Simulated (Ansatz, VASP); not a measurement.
**Two plane-wave programs on Fe**

File INCAR:

```
  PREC = Accurate
  ENCUT = 600
  EDIFF = 1E-6
  ISMEAR = 0
  SIGMA = 0.1
  LREAL = False
  LASPH = True
  NELM = 200
  ALGO = Normal
  ISIF = 2
  LWAVE = False
  LCHARG = False
  ISPIN = 2
  MAGMOM = 4
  LORBIT = 11
  LMAXMIX = 4
  GGA = PE
  NBANDS = 14
  GGA_COMPAT = False
```

KPOINTS

```
regular mesh
0
Gamma
  8 8 8
```

The input POSCAR:

```
Fe
1.0
    0.0000000000      1.7842193740      1.7842193740
    1.7842193740      0.0000000000      1.7842193740
    1.7842193740      1.7842193740      0.0000000000
Fe
1
Direct
    0.0000000000      0.0000000000      0.0000000000
```

Input for Ansatz:

```yaml
crystal:
  lattice:
    - [0.0, 1.784219374, 1.784219374]
    - [1.784219374, 0.0, 1.784219374]
    - [1.784219374, 1.784219374, 0.0]
  atoms:
    - { symbol: Fe, position: [0.0, 0.0, 0.0], spin: 4.0 }
basis:
  ecutwfc: 420
kpoints:
  mp_grid: { grid: [8, 8, 8] }
hamiltonian:
  xc: pbe
scf:
  occupations: { method: gaussian, width: 0.1 }
  lower_state_search: "off"
output:
  forces: true
  stress: true
  eigenvalues: true
  populations: true
magnetization:
  spin_polarized: true
```

Alike in both runs: task single point; functional PBE; k mesh 8 × 8 × 8; occupations gaussian, width 0.1 eV; collinear spin.

|  | VASP | Ansatz |
| --- | --- | --- |
| version | VASP 6.6.1 | Ansatz 0.2.0 |
| potentials or method | VASP PAW PBE potentials, release 64 (Fe), cutoff 600 eV | scalar-relativistic, plane waves, PAW |
| valence electrons in the cell | 8 | 16 |

```tsv
	VASP	Ansatz	Ansatz less VASP
gap on the k mesh at the Fermi level (eV)	none	none	-
pressure (GPa)	13.5	13.2	-0.28
net moment per atom (μB)	2.62	2.59	-0.024
size of the moment on the site where the two differ most (μB)	2.60	2.62	+0.016
```

Site moments also hang on the region over which each program counts them. A gap of «none» marks a metal or a gap that the smearing closes. VASP's potentials hold 8 valence electrons a cell and Ansatz's 16, so a difference there can come from the potentials and not from the codes.

The k mesh is coarse, so the values compare programs but aren't converged.
